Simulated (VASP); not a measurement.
Runs of VASP 6.6.1 on Sb2Au. The structure is that of space group Fm-3m (No. 225), or close to it. The cells are those of the table. 

```csv
task,cell,gap on the mesh (eV),pressure (GPa)
single point,"a = 4.799 Å, angles 60.0°, 3 atoms",none,-2.2
single point,"a = 4.730, b = 4.730, c = 4.707 Å, angles 60.2, 60.2, 59.7°, 3 atoms",none,2.1
single point,"a = 4.660, b = 4.660, c = 4.707 Å, angles 59.7, 59.7, 60.7°, 3 atoms",none,5.4
electric field gradients,"a = 4.799 Å, angles 60.0°, 3 atoms",none,-2.2
single point,"a = 4.683, b = 4.683, c = 4.707 Å, angles 59.8, 59.8, 60.3°, 3 atoms",none,4.2
electric field gradients,"a = 4.683 Å, angles 60.7°, 3 atoms",none,3.1
electric field gradients,"a = 4.738 Å, angles 60.0°, 3 atoms",none,1.2
electric field gradients,"a = 4.643 Å, angles 60.0°, 3 atoms",none,(a)
single point,"a = 4.738 Å, angles 60.0°, 3 atoms",none,1.2
single point,"a = 4.691 Å, angles 60.0°, 3 atoms",none,4.2
```

Alike in all rows: level LDA; potentials or basis VASP PAW LDA potentials, release 64 (Sb, Au); no spin polarisation; k mesh 9 × 9 × 9; cutoff (eV) 520; smearing fermi-dirac 0.08 eV.

Task: Fill in the values left out.

Result: (a) 7.8.

Caveats: spin-orbit coupling is left out, which moves the levels of the heavy elements; the cell stands under pressure (at least some runs).

A k mesh can miss the band edges, and the runs leave out spin-orbit coupling on Au, Sb.

A gap of «none» marks levels without a gap at the run's occupations.
